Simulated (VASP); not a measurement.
Runs of VASP 6.6.1 on WC. The structure is that of space group P-6m2 (No. 187), or close to it. The cells are those of the table. 

```csv
task,cell,k mesh,cutoff (eV),k mesh for the DOS,occupations for the DOS,gap on the mesh (eV),pressure (GPa),relaxed volume (Å³/atom)
relaxation of cell and atoms,"relaxed from a = 2.926, b = 2.926, c = 2.842 Å, angles 90.0, 90.0, 120.0°, 2 atoms",24 × 24 × 20,600,-,-,none,0.0,10.55
relaxation of cell and atoms,"relaxed from a = 2.901, b = 2.901, c = 2.829 Å, angles 90.0, 90.0, 120.0°, 2 atoms",6 × 6 × 6,600,-,-,none,0.0,10.56
single point,"a = 2.922, b = 2.922, c = 2.847 Å, angles 90.0, 90.0, 120.0°, 2 atoms",24 × 24 × 20,520,-,-,none,(a),-
single point,"a = 2.901, b = 2.901, c = 2.829 Å, angles 90.0, 90.0, 120.0°, 2 atoms",6 × 6 × 6,520,-,-,none,9.7,-
single point,"a = 2.926, b = 2.926, c = 2.842 Å, angles 90.0, 90.0, 120.0°, 2 atoms",6 × 6 × 6,520,-,-,none,(b),-
```

Alike in all rows: level PBE; potentials or basis VASP PAW PBE potentials, release 64 (W_sv, C); no spin polarisation; smearing gaussian 0.1 eV.

Q: Estimate the missing entries.

A: (a) 1.0; (b) 0.9.

Caveats: some runs use coarse meshes; spin-orbit coupling is left out, which moves the levels of the heavy elements.

A k mesh can miss the band edges, and the runs leave out spin-orbit coupling on W.

A gap of «none» marks levels without a gap at the run's occupations.
